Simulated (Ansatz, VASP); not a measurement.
# KI: VASP beside Ansatz

```
K I
1.0
     0.00000    3.96589    3.96589
     3.96589    0.00000    3.96589
     3.96589    3.96589    0.00000
K I
1 1
Direct
  0.00000 0.00000 0.00000
  0.25000 0.25000 0.25000
```

Alike in both runs: task single point; functional r2SCAN; k mesh 4 × 4 × 4; no spin polarisation.

|  | VASP | Ansatz |
| --- | --- | --- |
| version | VASP 6.6.1 | Ansatz 0.2.0 |
| potentials or method | VASP PAW PBE potentials, release 64 (K_sv, I) | plane waves, PAW |
| plane-wave cutoff (eV) | 520 | 500 |
| occupations | gaussian, width 0.01 eV | fixed |
| valence electrons in the cell | 16 | 26 |

|  | VASP | Ansatz | Ansatz less VASP |
| --- | --- | --- | --- |
| gap on the k mesh at the Fermi level (eV) | 4.47 | 4.48 | +0.004 |

VASP's potentials were made for PBE, not for r2SCAN. VASP's potentials hold 16 valence electrons a cell and Ansatz's 26, so a difference there can come from the potentials and not from the codes.

Spin-orbit coupling is off throughout.
